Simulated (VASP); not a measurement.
Ir: single point with LDA

The system is Ir.

```
CELL_PARAMETERS angstrom
2.65437 0.00000 0.00000
-1.32718 2.29875 0.00000
0.00000 0.00000 4.35661
ATOMIC_POSITIONS crystal
Ir 0.66667 0.33333 0.75000
Ir 0.33333 0.66667 0.25000
```

```yaml
Program: VASP 6.6.1
Task: single point
Functional: LDA
Potentials_or_basis: VASP PAW LDA potentials, release 64 (Ir)
Cutoff: 520 eV
k_mesh: 10 × 10 × 6
Occupations: methfessel-paxton, width 0.05 eV
Spin: no spin polarisation
Dipole_correction: no
Further_INCAR_settings: ALGO = Normal; EDIFF = 1e-07; NBANDS = 16
```

```json
{"Pressure": "23.2 GPa", "Band gap on the k mesh": "zero (band 9 reaches 12.73 eV, above the bottom of band 10 at 9.13 eV)"}
```

Stress tensor (GPa, compression positive):
```
23.26  0.00  0.00
 0.00 23.26  0.00
 0.00  0.00 23.14
```

Levels at points of the mesh, in eV from the Fermi level:
| k point | band 5 | band 6 | band 7 | band 8 | band 9 | band 10 | band 11 | band 12 | band 13 | band 14 |
| --- | --- | --- | --- | --- | --- | --- | --- | --- | --- | --- |
| (0.00, 0.00, 0.00) | -4.35 | -3.64 | -3.64 | -2.58 | -2.58 | -1.12 | 0.26 | 0.26 | 7.48 | 14.14 |
| (0.50, 0.00, 0.00) | -4.07 | -3.75 | -3.43 | 0.83 | 1.00 | 1.27 | 3.21 | 4.78 | 8.60 | 10.67 |
| (0.00, 0.00, 0.50) | -4.44 | -4.44 | -4.44 | -4.44 | -0.57 | -0.57 | -0.57 | -0.57 | 13.59 | 13.59 |
| (0.50, 0.00, 0.50) | -2.38 | -2.38 | -1.14 | -1.14 | 1.09 | 1.09 | 2.12 | 2.12 | 8.29 | 8.29 |

Wall time 12 s on 1 thread of Intel(R) Xeon(R) Platinum 8488C (Sapphire Rapids), with other jobs on the host, peak memory 0.13 GiB.

Caveat: spin-orbit coupling is left out, which moves the levels of the heavy elements.
